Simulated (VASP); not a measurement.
Set up this calculation in VASP 6.6.1, as the native input.

```
Task                   : single point
Functional             : PBE
Potentials or basis    : VASP PAW PBE potentials, release 64 (Nb_sv, W_sv, C)
Cutoff                 : 600 eV
k mesh                 : 4 × 4 × 4
Occupations            : gaussian, width 0.1 eV
Spin                   : no spin polarisation
Dipole correction      : no
Further INCAR settings : ALGO = Normal; EDIFF = 1e-06; NBANDS = 44
```

The structure of Nb3WC4 lies in POSCAR:

```
Nb3WC4
1.0
    4.4535924029      0.0000000000      0.0000000000
    0.0000000000      4.4535924029      0.0000000000
    0.0000000000      0.0000000000      4.4535924029
Nb W C
3 1 4
Direct
    0.5000000000      0.0000000000      0.5000000000
    0.5000000000      0.5000000000      0.0000000000
    0.0000000000      0.5000000000      0.5000000000
    0.0000000000      0.0000000000      0.0000000000
    0.5000000000      0.0000000000      0.0000000000
    0.5000000000      0.5000000000      0.5000000000
    0.0000000000      0.5000000000      0.0000000000
    0.0000000000      0.0000000000      0.5000000000
```

The input as run:

INCAR

```
SYSTEM = Nb3WC4
PREC = Accurate ; ENCUT = 600
EDIFF = 1E-6 ; ISMEAR = 0
SIGMA = 0.1 ; LREAL = .FALSE.
LASPH = .TRUE. ; NELM = 120
ALGO = Normal ; ISIF = 2
LWAVE = .FALSE. ; LCHARG = .FALSE.
GGA = PE ; NBANDS = 44
GGA_COMPAT = .FALSE.
```

KPOINTS

```
Automatic mesh
0
G
  4 4 4
  0 0 0
```

Potentials or basis: VASP PAW PBE potentials, release 64 (Nb_sv, W_sv, C).

Command:

```console
$ cat potpaw_PBE.64/Nb_sv/POTCAR potpaw_PBE.64/W_sv/POTCAR potpaw_PBE.64/C/POTCAR > POTCAR
$ mpirun -np 1 vasp_std > vasp.out
```

Results of the run:

```yaml
Pressure: -0.6 GPa
Band_gap_on_the_k_mesh: zero (an odd number of electrons rules out a gap without spin polarisation)
```

Caveat: spin-orbit coupling is left out, which moves the levels of the heavy elements.

Run time: 110 s on 1 thread of AMD EPYC 7R13 (shared host), peak memory 0.2 GiB.
